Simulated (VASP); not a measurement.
LiF: single point with LDA

The system is LiF.

```xyz
2
Lattice="0.0000 1.9413 1.9413 1.9413 0.0000 1.9413 1.9413 1.9413 0.0000" Properties=species:S:1:pos:R:3 pbc="T T T"
Li    0.0000    0.0000    0.0000
F     1.9413    1.9413    1.9413
```

This cell differs from its parent crystal: volume scaled by 0.98.

* Program: VASP 6.6.1
* Task: single point
* Functional: LDA
* Potentials or basis: VASP PAW LDA potentials, release 64 (Li_sv, F)
* Cutoff: 520 eV
* k mesh: 10 × 10 × 10
* Occupations: gaussian, width 0.01 eV
* Spin: no spin polarisation
* Dipole correction: no
* Further INCAR settings: ALGO = Normal; EDIFF = 1e-07; NBANDS = 12

```json
{"Band gap on the k mesh": "9.89 eV, direct"}
```

Levels at points of the mesh, in eV from the valence-band top:
| k point | band 3 | band 4 | band 5 | band 6 | band 7 | band 8 |
| --- | --- | --- | --- | --- | --- | --- |
| (0.00, 0.00, 0.00) | 0.00 | 0.00 | 0.00 | 9.89 | 24.90 | 24.90 |
| (0.50, 0.00, 0.00) | -2.93 | -0.27 | -0.27 | 10.95 | 17.72 | 19.26 |
| (0.50, 0.50, 0.00) | -3.64 | -1.21 | -1.21 | 15.48 | 16.53 | 18.53 |

Run time: 6.1 s on 1 thread of Intel(R) Xeon(R) Platinum 8259CL CPU @ 2.50GHz (Skylake/Cascade Lake), with other jobs on the host, peak memory 0.11 GiB.

 A k mesh can miss the band edges.
